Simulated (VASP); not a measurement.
Wanted: the native input for a VASP 6.6.1 run.

```yaml
Task: single point
Functional: PBE
Potentials_or_basis: VASP PAW PBE potentials, release 64 (Ga_d, P)
Cutoff: 500 eV
k_mesh: 6 × 6 × 2
Occupations: gaussian, width 0.2 eV
Spin: no spin polarisation
Dipole_correction: no
Further_INCAR_settings: ALGO = Normal; EDIFF = 1e-06; NBANDS = 74
```

The structure of Ga2P lies in POSCAR:

```
Ga2P
1.0
    4.6823794821      0.0000000000      0.0000000000
   -2.3411897410      4.0550595817      0.0000000000
    0.0000000000      0.0000000000     11.1107788687
Ga P
8 4
Direct
    0.0000000000      1.0000000000      0.2500000000
    0.0000000000      0.0000000000      0.7500000000
    0.0000000000      0.0000000000      0.0000000000
    0.0000000000      1.0000000000      0.5000000000
    0.6666666667      0.3333333333      0.1250000000
    0.6666666667      0.3333333333      0.6250000000
    0.3333333333      0.6666666667      0.3750000000
    0.3333333333      0.6666666667      0.8750000000
    0.6666666667      0.3333333333      0.3750000000
    0.6666666667      0.3333333333      0.8750000000
    0.3333333333      0.6666666667      0.1250000000
    0.3333333333      0.6666666667      0.6250000000
```

These files were run (other wordings do the same):

INCAR

```
PREC = Accurate ; ENCUT = 500
EDIFF = 1E-6 ; ISMEAR = 0
SIGMA = 0.2 ; LREAL = False
LASPH = True ; NELM = 120
ALGO = Normal ; ISIF = 2
LWAVE = False ; LCHARG = True
GGA = PE ; LELF = True
LVHAR = True ; NBANDS = 74
GGA_COMPAT = False
```

KPOINTS

```
regular mesh
0
Gamma
  6 6 2
```

Potentials or basis: VASP PAW PBE potentials, release 64 (Ga_d, P).

The run is started by

```console
$ cat potpaw_PBE.64/Ga_d/POTCAR potpaw_PBE.64/P/POTCAR > POTCAR
$ mpirun -np 1 vasp_std > vasp.out
```

Results of the run:

| Item | Value |
| --- | --- |
| Pressure | 0.3 GPa |
| Band gap on the k mesh | zero (band 62 reaches 7.69 eV, above the bottom of band 63 at 5.82 eV) |

It took 6.4 min on 1 thread of Intel Xeon 6975P-C (shared host), peak memory 0.39 GiB.
